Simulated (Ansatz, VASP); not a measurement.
CdS: VASP beside Ansatz

```
Cd S
1.0
     0.00000    2.75324    2.75324
     2.75324    0.00000    2.75324
     2.75324    2.75324    0.00000
Cd S
1 1
Direct
  0.00000 0.00000 0.00000
  0.50000 0.50000 0.50000
```

Alike in both runs: task relaxation of cell and atoms; functional LDA; k mesh 6 × 6 × 6; occupations fermi-dirac, width 0.01 eV; no spin polarisation.

|  | VASP | Ansatz |
| --- | --- | --- |
| version | VASP 6.6.1 | Ansatz 0.2.0 |
| potentials or method | VASP PAW LDA potentials, release 64 (Cd, S) | plane waves, PAW |
| plane-wave cutoff (eV) | 600 | 420 |
| valence electrons in the cell | 18 | 26 |

|  | VASP | Ansatz | Ansatz less VASP |
| --- | --- | --- | --- |
| relaxed volume (Å³/atom) | 19.18 | 19.03 | -0.149 |
| relaxed cell length with the largest relative difference (Å) | 3.786 | 3.776 | -0.0098 |

LDA's correlation is that of Perdew and Zunger in VASP and of Perdew and Wang (1992) in Ansatz. VASP's potentials hold 18 valence electrons a cell and Ansatz's 26, so a difference there can come from the potentials and not from the codes. Ansatz's warnings: stress scf threshold loose.
